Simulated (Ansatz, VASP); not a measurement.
# Two plane-wave programs on FeCuSO

The input INCAR:

```
SYSTEM = FeCuSO
PREC = Accurate ; ENCUT = 520
EDIFF = 1E-7 ; ISMEAR = -1
SIGMA = 0.1 ; LREAL = .False.
LASPH = .True. ; NELM = 80
ALGO = Normal ; ISIF = 2
LWAVE = .False. ; LCHARG = .False.
GGA = PE ; NBANDS = 41
```

The input KPOINTS:

```
regular mesh
0
Gamma
  5 5 2
  0 0 0
```

The input POSCAR:

```
FeCuSO
1.0
    3.7863880000      0.0000000000      0.0000000000
    0.0000000000      3.7863880000      0.0000000000
    0.0000000000      0.0000000000      8.5646720000
Cu S Fe O
2 2 2 2
Direct
    0.7500000000      0.2500000000      0.5000000000
    0.2500000000      0.7500000000      0.5000000000
    0.2500000000      0.2500000000      0.3442000000
    0.7500000000      0.7500000000      0.6558000000
    0.2500000000      0.7500000000      0.0000000000
    0.7500000000      0.2500000000      0.0000000000
    0.2500000000      0.2500000000      0.9256000000
    0.7500000000      0.7500000000      0.0744000000
```

Input for Ansatz:

```yaml
crystal:
  lattice:
    - [3.786388, 0.0, 0.0]
    - [0.0, 3.786388, 0.0]
    - [0.0, 0.0, 8.564672]
  atoms:
    - { symbol: Cu, position: [0.75, 0.25, 0.5] }
    - { symbol: Cu, position: [0.25, 0.75, 0.5] }
    - { symbol: S, position: [0.25, 0.25, 0.3442] }
    - { symbol: S, position: [0.75, 0.75, 0.6558] }
    - { symbol: Fe, position: [0.25, 0.75, 0.0] }
    - { symbol: Fe, position: [0.75, 0.25, 0.0] }
    - { symbol: O, position: [0.25, 0.25, 0.9256] }
    - { symbol: O, position: [0.75, 0.75, 0.0744] }
  symmetry: { tolerance: 0.0003 }
kpoints:
  mp_grid: { grid: [5, 5, 2], shift: [0, 0, 0] }
magnetization:
  spin_polarized: false
scf:
  occupations: { method: fermi_dirac }
hamiltonian:
  pseudopotentials: { kind: paw }
  xc: pbe
basis:
  ecutwfc: 420
output:
  forces: true
  stress: true
  eigenvalues: true
  write_density: true
  write_potential: true
  elf: true
  volumetric_format: npy
```

Alike in both runs: task single point; functional PBE; k mesh 5 × 5 × 2; no spin polarisation.

```csv
,VASP,Ansatz
version,VASP 6.6.1,Ansatz 0.2.0
potentials or method,"VASP PAW PBE potentials, release 64 (Cu, S, Fe, O), cutoff 520 eV",PAW plane waves
occupations,"fermi-dirac, width 0.1 eV",fermi-dirac
valence electrons in the cell,62,94
```

|  | VASP | Ansatz | Ansatz less VASP |
| --- | --- | --- | --- |
| gap on the k mesh at the Fermi level (eV) | none | none | - |
| pressure (GPa) | -7.7 | -8.1 | -0.39 |
| traceless stress, the component that is largest in VASP (GPa) | 4.80 | 5.12 | +0.315 |
| rms of the force components (eV/Å) | 0.228 | 0.242 | +0.0139 |

Atom by atom the forces differ by 0.015 eV/Å (rms over components). A gap of «none» marks a metal or a gap that the smearing closes. VASP's potentials hold 62 valence electrons a cell and Ansatz's 94, so a difference there can come from the potentials and not from the codes.

The k mesh is coarse, so the values compare programs but aren't converged.
